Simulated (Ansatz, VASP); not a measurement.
**Two plane-wave programs on Al**

```xyz
1
Lattice="0.0000 1.9902 1.9902 1.9902 0.0000 1.9902 1.9902 1.9902 0.0000" Properties=species:S:1:pos:R:3 pbc="T T T"
Al    0.0000    0.0000    0.0000
```

Alike in both runs: task single point; functional PBE; k mesh 10 × 10 × 10; occupations fermi-dirac, width 0.02 eV; no spin polarisation.

|  | VASP | Ansatz |
| --- | --- | --- |
| version | VASP 6.6.1 | Ansatz 0.2.0 |
| potentials or method | VASP PAW PBE potentials, release 64 (Al) | plane waves, PAW |
| plane-wave cutoff (eV) | 520 | 420 |
| valence electrons in the cell | 3 | 3 |

|  | VASP | Ansatz | Ansatz less VASP |
| --- | --- | --- | --- |
| pressure (GPa) | 3.2 | 3.3 | +0.04 |
